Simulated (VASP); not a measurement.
Here is a VASP 6.6.1 calculation.

INCAR

```
SYSTEM = SnSe
PREC = Accurate
ENCUT = 500
EDIFF = 1E-8
ISMEAR = 0
SIGMA = 0.01
LREAL = .False.
LASPH = .True.
NELM = 120
ALGO = Normal
ISIF = 2
LWAVE = .False.
LCHARG = .False.
GGA = PS
NBANDS = 17
IBRION = 8
NSW = 1
LEPSILON = .True.
GGA_COMPAT = .False.
```

Contents of KPOINTS:

```
regular mesh
0
Gamma
  8 8 8
  0 0 0
```

The input POSCAR:

```
SnSe
1.0
    0.0000000000      2.9727546659      2.9727546659
    2.9727546659      0.0000000000      2.9727546659
    2.9727546659      2.9727546659      0.0000000000
Sn Se
1 1
Direct
    0.0000000000      0.0000000000      0.0000000000
    0.5000000000      0.5000000000      0.5000000000
```

Potentials or basis: VASP PAW PBE potentials, release 64 (Sn_d, Se).

The run is started by

```sh
$ cat potpaw_PBE.64/Sn_d/POTCAR potpaw_PBE.64/Se/POTCAR > POTCAR
$ mpirun -np 1 vasp_std > vasp.out
```

**Question.** Predict the electronic dielectric tensor (diagonal).

**Answer.** 29.12.

**Question.** Predict the Born charges (mean of the diagonal).

**Answer.** Sn +5.81; Se -5.81 e.

**Question.** What does it give for the highest phonon frequency at Γ, LO-TO splitting left out?

**Answer.** 47 cm⁻¹.

Born effective charge tensors (e):
atom 1, Sn
```
5.81 0.00 0.00
0.00 5.81 0.00
0.00 0.00 5.81
```
atom 2, Se
```
-5.81  0.00  0.00
 0.00 -5.81  0.00
 0.00  0.00 -5.81
```
